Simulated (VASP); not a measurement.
Crystal: ScGa3P2.

```
CELL_PARAMETERS angstrom
5.04199 0.00000 0.00000
0.00000 5.04199 0.00000
0.00000 0.00000 5.43150
ATOMIC_POSITIONS crystal
Sc 0.50000 0.50000 0.00000
Ga 0.50000 0.50000 0.50000
Ga 0.00000 0.00000 0.24835
Ga 0.00000 0.00000 0.75165
P 0.00000 0.50000 0.00000
P 0.50000 0.00000 0.00000
```

The cell was generated, and may not be a known phase.

```yaml
Program: VASP 6.6.1
Task: relaxation of cell and atoms
Functional: PBE
Potentials_or_basis: VASP PAW PBE potentials, release 64 (Sc_sv, Ga_d, P)
Cutoff: 600 eV
k_mesh: 4 × 4 × 4
Occupations: gaussian, width 0.1 eV
Spin: no spin polarisation
```

At the start: pressure 0.5 GPa; volume 23.01 Å³/atom.

**Question.** Where does the relaxation end?

**Answer.** Over 6 steps the energy falls by 3.1 meV/atom and the volume is 23.20 Å³/atom (+0.8 %); space group P4/mmm (No. 123, to 0.1 Å) before and after.

The path:
```tsv
step	energy change (eV)	largest force (eV/Å)	pressure (GPa)	volume (Å³)
1	0.0000	0.1209	0.52	138.08
2	-0.0110	0.1539	-0.15	139.57
3	-0.0125	0.1667	-0.40	140.26
4	-0.0179	0.0827	-0.15	139.54
5	-0.0185	0.0520	-0.09	139.31
6	-0.0186	0.0353	-0.05	139.19
```

Final structure:
```cif
data_structure
_symmetry_space_group_name_H-M 'P 1'
_symmetry_Int_Tables_number 1
_cell_length_a 5.1008
_cell_length_b 5.1008
_cell_length_c 5.3499
_cell_angle_alpha 90.000
_cell_angle_beta 90.000
_cell_angle_gamma 90.000
_cell_volume 139.19
loop_
_atom_site_label
_atom_site_type_symbol
_atom_site_fract_x
_atom_site_fract_y
_atom_site_fract_z
_atom_site_occupancy
Sc1 Sc 0.50000 0.50000 0.00000 1
Ga1 Ga 0.50000 0.50000 0.50000 1
Ga2 Ga 0.00000 0.00000 0.24377 1
Ga3 Ga 0.00000 0.00000 0.75623 1
P1 P 0.00000 0.50000 0.00000 1
P2 P 0.50000 0.00000 0.00000 1
```
